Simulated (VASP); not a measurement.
Set up this calculation in VASP 6.6.1, as the native input.

```
Task                   : single point
Functional             : r2SCAN
Potentials or basis    : VASP PAW PBE potentials, release 64 (Hg, Te)
Cutoff                 : 520 eV
k mesh                 : 8 × 8 × 8
Occupations            : fermi-dirac, width 0.1 eV
Spin                   : no spin polarisation
Dipole correction      : no
Further INCAR settings : ALGO = Normal; EDIFF = 1e-06; NBANDS = 16
```

The system is HgTe.

```xyz
2
Lattice="-3.0857 3.0857 1.5799 3.0857 -3.0857 1.5799 3.0857 3.0857 -1.5799" Properties=species:S:1:pos:R:3 pbc="T T T"
Hg    3.0857    0.0000    0.7900
Te    0.0000    0.0000    0.0000
```

These files were run (other wordings do the same):

POSCAR

```
HgTe
1.0
   -3.0856813198      3.0856813198      1.5799309059
    3.0856813198     -3.0856813198      1.5799309059
    3.0856813198      3.0856813198     -1.5799309059
Hg Te
1 1
Direct
    0.2500000000      0.7500000000      0.5000000000
    0.0000000000      0.0000000000      0.0000000000
```

INCAR.step1

```
SYSTEM = HgTe
  PREC = Accurate
  ENCUT = 520
  ISMEAR = -1
  SIGMA = 0.1
  LREAL = .False.
  LASPH = .True.
  NELM = 100
  NBANDS = 16
  GGA = PE
  ALGO = Normal
  EDIFF = 1E-4
  LWAVE = .True.
  LCHARG = .False.
```

INCAR.step2

```
SYSTEM = HgTe
  PREC = Accurate
  ENCUT = 520
  EDIFF = 1E-6
  ISMEAR = -1
  SIGMA = 0.1
  LREAL = .False.
  LASPH = .True.
  NELM = 100
  ALGO = Normal
  ISIF = 2
  LWAVE = .False.
  LCHARG = .False.
  METAGGA = R2SCAN
  LMIXTAU = .True.
  NBANDS = 16
  ISTART = 1
```

KPOINTS

```
regular mesh
0
Gamma
  8 8 8
  0 0 0
```

Potentials or basis: VASP PAW PBE potentials, release 64 (Hg, Te).

Command:

```console
$ cat potpaw_PBE.64/Hg/POTCAR potpaw_PBE.64/Te/POTCAR > POTCAR
$ cp INCAR.step1 INCAR
$ mpirun -np 1 vasp_std > vasp.out
$ cp INCAR.step2 INCAR
$ mpirun -np 1 vasp_std > vasp.out
```

Results of the run:

```json
{"Pressure": "-2.8 GPa", "Band gap on the k mesh": "zero (bands 9 and 10 overlap by 2.89 eV)"}
```

Caveat: the PAW data sets were made with another functional, which shifts forces and pressure a little; spin-orbit coupling is left out, which moves the levels of the heavy elements.

Wall time 5.1 min on 1 thread of Intel Xeon 8259CL (shared host), peak memory 0.25 GiB.
